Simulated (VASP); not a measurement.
# LiB2H4 (I4/mmm) in VASP: a series of runs

LiB2H4 is run at these levels: PBE; tasks: single point, relaxation of cell and atoms.

Everything below comes from runs of VASP 6.6.1. Logs are shortened: lines on timing, memory, paths and dates and some standing lists are left out, and cuts for length are marked.

## (1) The cell of the first run

It takes space group I4/mmm (No. 139, tetragonal). Conventional cell: a = 2.878 Å, b = 2.878 Å, c = 11.823 Å, α = 90.00°, β = 90.00°, γ = 90.00°. Li (site symmetry 4/mmm) has 8 H at 1.99 Å and 8 B at 2.23 Å within 2.6 Å. B (site symmetry 4mm) has 4 H at 1.51 Å and 1 B at 1.85 Å within 2.0 Å. H (site symmetry 2mm) has 2 B at 1.51 Å and 2 Li at 1.99 Å within 2.0 Å.

## (2) Single point, PBE

Contents of INCAR:

```
PREC = Accurate
ENCUT = 520
EDIFF = 1E-6
ISMEAR = 0
SIGMA = 0.1
LREAL = F
LASPH = T
NELM = 80
ALGO = Normal
ISIF = 2
LWAVE = F
LCHARG = T
GGA = PE
LELF = T
LVHAR = T
NBANDS = 16
```

Contents of KPOINTS:

```
Automatic mesh
0
Gamma
  6 6 6
```

Contents of POSCAR:

```
LiB2H4
1.0
   -1.4390785127      1.4390785127      5.9114738177
    1.4390785127     -1.4390785127      5.9114738177
    1.4390785127      1.4390785127     -5.9114738177
Li B H
1 2 4
Direct
    0.0000000000      0.0000000000      0.0000000000
    0.4219040907      0.4219040907      0.0000000000
    0.5780959093      0.5780959093      0.0000000000
    0.6162733876      0.1162733876      0.5000000000
    0.8837266124      0.3837266124      0.5000000000
    0.1162733876      0.6162733876      0.5000000000
    0.3837266124      0.8837266124      0.5000000000
```

Potentials or basis: VASP PAW PBE potentials, release 64 (Li_sv, B, H).

Command:

```console
$ cat potpaw_PBE.64/Li_sv/POTCAR potpaw_PBE.64/B/POTCAR potpaw_PBE.64/H/POTCAR > POTCAR
$ mpirun -np 1 vasp_std > vasp.out
```

OUTCAR:

```text
PREC = Accurate
   ENCUT = 520
   EDIFF = 1E-6
   ISMEAR = 0
   LREAL = F
   LASPH = T
   NELM = 80
   ISIF = 2
   GGA = PE

 ion  position               nearest neighbor table
   1  0.000  0.000  0.000-   3 2.23   3 2.23   3 2.23   2 2.23   3 2.23   2 2.23   2 2.23   2 2.23

   2  0.422  0.422  0.000-   5 1.51   7 1.51   7 1.51   5 1.51   3 1.85   1 2.23   1 2.23   1 2.23
                             1 2.23
   3  0.578  0.578  0.000-   6 1.51   4 1.51   4 1.51   6 1.51   2 1.85   1 2.23   1 2.23   1 2.23
                             1 2.23
   4  0.616  0.116  0.500-   3 1.51   3 1.51
   5  0.884  0.384  0.500-   2 1.51   2 1.51
   6  0.116  0.616  0.500-   3 1.51   3 1.51
   7  0.384  0.884  0.500-   2 1.51   2 1.51

  LATTYP: Found a body centered tetragonal cell.
 ALAT       =     2.8781570254
 C/A-ratio  =     4.1078188337

  Lattice vectors:

 A1 = (  -1.4390785127,   1.4390785127,   5.9114738177)
 A2 = (   1.4390785127,  -1.4390785127,   5.9114738177)
 A3 = (   1.4390785127,   1.4390785127,  -5.9114738177)

Analysis of symmetry for initial positions (statically):
=====================================================================
 Subroutine PRICEL returns:
 Original cell was already a primitive cell.

 Routine SETGRP: Setting up the symmetry group for a
 body centered tetragonal supercell.

 Subroutine GETGRP returns: Found 16 space group operations
 (whereof 16 operations were pure point group operations)
 out of a pool of 16 trial point group operations.

The static configuration has the point symmetry D_4h.

Analysis of symmetry for dynamics (positions and initial velocities):
=====================================================================
 Subroutine PRICEL returns:
 Original cell was already a primitive cell.

 Routine SETGRP: Setting up the symmetry group for a
 body centered tetragonal supercell.

 Subroutine GETGRP returns: Found 16 space group operations
 (whereof 16 operations were pure point group operations)
 out of a pool of 16 trial point group operations.

The dynamic configuration has the point symmetry D_4h.

 Subroutine INISYM returns: Found 16 space group operations
 (whereof 16 operations are pure point group operations),
 and found     1 'primitive' translations

----------------------------------------------------------------------------------------

                                     Primitive cell

  volume of cell :      48.9694

  direct lattice vectors                    reciprocal lattice vectors
    -1.439078513  1.439078513  5.911473818     0.000000000  0.347444560  0.084581276
     1.439078513 -1.439078513  5.911473818     0.347444560  0.000000000  0.084581276
     1.439078513  1.439078513 -5.911473818     0.347444560  0.347444560  0.000000000

  length of vectors
     6.251993013  6.251993013  6.251993013     0.357591547  0.357591547  0.491360808

  position of ions in fractional coordinates (direct lattice)
     0.000000000  0.000000000  0.000000000
     0.421904091  0.421904091  0.000000000
     0.578095909  0.578095909  0.000000000
     0.616273388  0.116273388  0.500000000
     0.883726612  0.383726612  0.500000000
     0.116273388  0.616273388  0.500000000
     0.383726612  0.883726612  0.500000000

  ion indices of the primitive-cell ions
   primitive index   ion index
                 1           1
                 2           2
                 3           3
                 4           4
                 5           5
                 6           6
                 7           7

----------------------------------------------------------------------------------------

 KPOINTS: Automatic mesh

Automatic generation of k-mesh.
 Grid dimensions read from file:
 generate k-points for:    6    6    6

 Generating k-lattice:

  Cartesian coordinates                     Fractional coordinates (reciprocal lattice)
     0.000000000  0.057907427  0.014096879     0.166666667  0.000000000  0.000000000
     0.057907427  0.000000000  0.014096879     0.000000000  0.166666667  0.000000000
     0.057907427  0.057907427  0.000000000     0.000000000  0.000000000  0.166666667

  Length of vectors
     0.059598591  0.059598591  0.081893468

  Shift w.r.t. Gamma in fractional coordinates (k-lattice)
     0.000000000  0.000000000  0.000000000

 Subroutine IBZKPT returns following result:
 ===========================================

 Found     30 irreducible k-points:

 Following reciprocal coordinates:
            Coordinates               Weight
  0.000000  0.000000  0.000000      1.000000
  0.166667  0.000000  0.000000      8.000000
  0.333333 -0.000000  0.000000      8.000000
  0.500000 -0.000000  0.000000      4.000000
  0.166667  0.166667  0.000000      8.000000
  0.333333  0.166667  0.000000     16.000000
[... 16 lines left out ...]
 -0.333333 -0.333333  0.166667      8.000000
 -0.166667 -0.333333  0.166667      8.000000
 [... further k-points ...]
   k-points           NKPTS =     30   k-points in BZ     NKDIM =     30   number of bands    NBANDS=     16
   number of dos      NEDOS =    301   number of ions     NIONS =      7
   total plane-waves  NPLWV = 110592
   dimension x,y,z NGX =    48 NGY =   48 NGZ =   48
   dimension x,y,z NGXF=    96 NGYF=   96 NGZF=   96
   ions per type =               1   2   4
   NGX,Y,Z   is equivalent  to a cutoff of  12.76, 12.76, 12.76 a.u.
   NGXF,Y,Z  is equivalent  to a cutoff of  25.53, 25.53, 25.53 a.u.
 SYSTEM =  unknown system
   PREC   = accura    normal or accurate (medium, high low for compatibility)
   ISTART =      0    job   : 0-new  1-cont  2-samecut
   ICHARG =      2    charge: 1-file 2-atom 10-const
   ISPIN  =      1    spin polarized calculation?
   LNONCOLLINEAR =      F non collinear calculations
   LSORBIT =      F    spin-orbit coupling
   LASPH  =      T    aspherical Exc in radial PAW
   ENCUT  =  520.0 eV  38.22 Ry    6.18 a.u.  11.62 11.62 11.62*2*pi/ulx,y,z
   NELM   =     80;   NELMIN=  2; NELMDL= -5     # of ELM steps
   EDIFF  = 0.1E-05   stopping-criterion for ELM
   LREAL  =      F    real-space projection
   EDIFFG = 0.1E-04   stopping-criterion for IOM
   NSW    =      0    number of steps for IOM
   IBRION =     -1    ionic relax: 0-MD 1-quasi-New 2-CG
   NFREE  =      0    steps in history (QN), initial steepest desc. (CG)
   ISIF   =      2    stress and relaxation
   ISYM   =      2    0-nonsym 1-usesym 2-fastsym
   POTIM  = 0.5000    time-step for ionic-motion
   TEBEG  =    0.0;   TEEND  =   0.0 temperature during run
   PSTRESS=    0.0 pullay stress
   NELECT =      13.0000    total number of electrons
   NUPDOWN=      -1.0000    fix difference up-down
   EMIN   =  10.00;   EMAX   =-10.00  energy-range for DOS
   EFERMI =   0.00;   METHOD = LEGACY
   ISMEAR =     0;   SIGMA  =   0.10  broadening in eV -4-tet -1-fermi 0-gaus
   EFERMI_NEDOS =   21; number of points for ismear=-14 and -15
   IALGO  =     38    algorithm
   IMIX   =      4    mixing-type and parameters
     AMIX     =   0.40;   BMIX     =  1.00
     AMIX_MAG =   1.60;   BMIX_MAG =  1.00
  volume/ion in A,a.u.               =       7.00        47.21
  Fermi-wavevector in a.u.,A,eV,Ry     =   1.052158  1.988291 15.062151  1.107037
  Thomas-Fermi vector in A             =   2.187230
   LORBIT       =      0    0 simple, 1 ext, 2 COOP (PROOUT), +10 PAW based schemes
   GGA     = PE    functional components
   LHFCALC =     F    Hartree Fock is set to
   AEXX    =    0.0000 exact exchange contribution
   IVDW    =     0    specifies the selected vdW correction
   LEPSILON=     F    determine dielectric tensor
   LRPA    =     F    only Hartree local field effects (RPA)
 non-spin polarized calculation
 Gauss-broadening in eV      SIGMA  =   0.10
  energy-cutoff  :      520.00
  volume of cell :       48.97
 maximum number of plane-waves:      1339
 NGX is ok and might be reduce to    48
   NGX = 23   NGY = 23   NGZ = 23

 number of electron      13.0000001 magnetization

 Free energy of the ion-electron system (eV)
  ---------------------------------------------------
  ext. energy  EPLUGINS =         0.00000000
  ---------------------------------------------------
  free energy    TOTEN  =       -26.09745560 eV

  energy without entropy =      -26.08226817  energy(sigma->0) =      -26.08986188

 E-fermi :   2.1144     XC(G=0):  -8.8930

 val. band max:        2.1067766602   @ k =   0.1667   0.1667   0.0000
 cond. band min:       2.1362149271   @ k =  -0.3333   0.1667  -0.0000
 fundamental gap:      0.0294382669
 Fermi energy:         2.1143637101

 k-point     1 :       0.0000    0.0000    0.0000
  band No.  band energies     occupation
      1     -44.3041      2.00000
      2     -10.8025      2.00000
      3      -8.6682      2.00000
      4      -2.6107      2.00000
      5       2.6227      0.00000
      6       2.7592      0.00000
[... 8 lines left out ...]
     15      17.5948      0.00000
     16      17.8522      0.00000

 k-point     2 :       0.1667    0.0000    0.0000
  band No.  band energies     occupation
      1     -44.2997      2.00000
      2     -10.4520      2.00000
      3      -8.2733      2.00000
      4      -2.5077      2.00000
      5      -0.7221      2.00000
      6       0.9506      2.00000
[... 8 lines left out ...]
     15      15.5355      0.00000
     16      16.5547      0.00000

 k-point     3 :       0.3333   -0.0000    0.0000
  band No.  band energies     occupation
      1     -44.2910      2.00000
      2      -9.4544      2.00000
      3      -7.0938      2.00000
      4      -4.4216      2.00000
      5      -2.3399      2.00000
      6      -1.1444      2.00000
[... 8 lines left out ...]
     15      13.7621      0.00000
     16      15.6513      0.00000
[... 362 lines left out ...]
 k-point    23 :      -0.3333   -0.3333    0.1667
  band No.  band energies     occupation
      1     -44.2954      2.00000
      2     -10.0464      2.00000
      3      -8.0286      2.00000
      4      -1.9032      2.00000
      5      -1.8176      2.00000
      6       0.2761      2.00000
[... 8 lines left out ...]
     15      13.7374      0.00000
     16      14.7720      0.00000

 k-point    24 :      -0.1667   -0.3333    0.1667
  band No.  band energies     occupation
      1     -44.2997      2.00000
      2     -10.4126      2.00000
      3      -8.3769      2.00000
      4      -2.3066      2.00000
      5      -0.7067      2.00000
      6       1.0070      2.00000
[... 8 lines left out ...]
     15      15.3579      0.00000
     16      16.5437      0.00000

 [... further k-points ...]
[... 5 lines left out ...]
  --------------------------------------------------------------------------------------
  -------------------------------------------------------------------------------------
  Total       -0.0822461     -0.0822461     -0.0598303      0.0000000     -0.0000000      0.0000000
  in kB       -2.6909228     -2.6909228     -1.9575253      0.0000000     -0.0000000      0.0000000
  external PRESSURE =      -2.4464570 kB  Pullay stress =       0.0000000 kB

 VOLUME and BASIS-vectors are now :
 -----------------------------------------------------------------------------
  energy-cutoff  :      520.00
  volume of cell :       48.97
      direct lattice vectors                 reciprocal lattice vectors
    -1.439078513  1.439078513  5.911473818     0.000000000  0.347444560  0.084581276
     1.439078513 -1.439078513  5.911473818     0.347444560  0.000000000  0.084581276
     1.439078513  1.439078513 -5.911473818     0.347444560  0.347444560  0.000000000

 POSITION                                       TOTAL-FORCE (eV/Angst)
 -----------------------------------------------------------------------------------
      0.00000      0.00000      0.00000         0.000000      0.000000     -0.000000
      0.00000      0.00000      4.98815         0.000000      0.000000     -0.008946
      0.00000      0.00000      6.83480        -0.000000     -0.000000      0.008946
      0.00000      1.43908      1.37469         0.000000      0.000000      0.001449
      0.00000      1.43908      4.53678        -0.000000     -0.000000     -0.001449
      1.43908      0.00000      1.37469         0.000000      0.000000      0.001449
      1.43908      0.00000      4.53678         0.000000      0.000000     -0.001449
 -----------------------------------------------------------------------------------
    total drift:                               -0.000000     -0.000000     -0.000000

  FREE ENERGIE OF THE ION-ELECTRON SYSTEM (eV)
  ---------------------------------------------------
  free  energy   TOTEN  =       -26.0974556023 eV

  energy  without entropy=      -26.0822681674  energy(sigma->0) =      -26.08986188
```

Wall time 59 s (1 thread of Intel Xeon Platinum 8488C (Sapphire Rapids), shared host); peak memory 0.3 GiB.

Results:

* Free energy: -26.0975 eV
* Largest force: 0.009 eV/Å

Forces in eV/Å, atoms in the order of the input:
```
Li   0.000  0.000  0.000
B    0.000  0.000 -0.009
B    0.000  0.000  0.009
H    0.000  0.000  0.001
H    0.000  0.000 -0.001
H    0.000  0.000  0.001
H    0.000  0.000 -0.001
```

Caveat: the k points lie up to 0.51 Å⁻¹ apart; the cutoff is under 1.25 times the usual one of these potentials, so pressure, stress and relaxed cells hold a basis-set (Pulay) error.

(Continued in part 2 of 2.)
